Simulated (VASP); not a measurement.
Set up this calculation in VASP 6.6.1, as the native input.

```
Task                   : single point
Functional             : LDA
Potentials or basis    : VASP PAW LDA potentials, release 64 (W_sv, C)
Cutoff                 : 520 eV
k mesh                 : 11 × 11 × 11
Occupations            : methfessel-paxton, width 0.1 eV
Spin                   : no spin polarisation
Dipole correction      : no
Further INCAR settings : ALGO = Normal; EDIFF = 1e-06; NBANDS = 16
```

The structure of WC lies in POSCAR:

```
WC
1.0
    0.0000000000      2.1926840000      2.1926840000
    2.1926840000      0.0000000000      2.1926840000
    2.1926840000      2.1926840000      0.0000000000
W C
1 1
Direct
    0.0000000000      0.0000000000      0.0000000000
    0.5000000000      0.5000000000      0.5000000000
```

These files were run (other wordings do the same):

INCAR

```
  ALGO = Normal
  EDIFF = 1E-6
  ENCUT = 520
  GGA = CA
  ISIF = 2
  ISMEAR = 1
  LASPH = True
  LCHARG = True
  LELF = True
  LREAL = False
  LVHAR = True
  LWAVE = False
  NBANDS = 16
  NELM = 100
  PREC = Accurate
  SIGMA = 0.1
```

KPOINTS

```
k-points
0
Gamma
  11 11 11
```

Potentials or basis: VASP PAW LDA potentials, release 64 (W_sv, C).

Launch:

```bash
$ cat potpaw_LDA.64/W_sv/POTCAR potpaw_LDA.64/C/POTCAR > POTCAR
$ mpirun -np 1 vasp_std > vasp.out
```

It gave:

| Item | Value |
| --- | --- |
| Pressure | -13.8 GPa |
| Band gap on the k mesh | zero (band 9 reaches 13.19 eV, above the bottom of band 10 at 10.14 eV) |

Caveat: spin-orbit coupling is left out, which moves the levels of the heavy elements.

Wall time 5.3 s on 1 thread of Intel(R) Xeon(R) 6975P-C (Granite Rapids), on a shared host, peak memory 0.14 GiB.
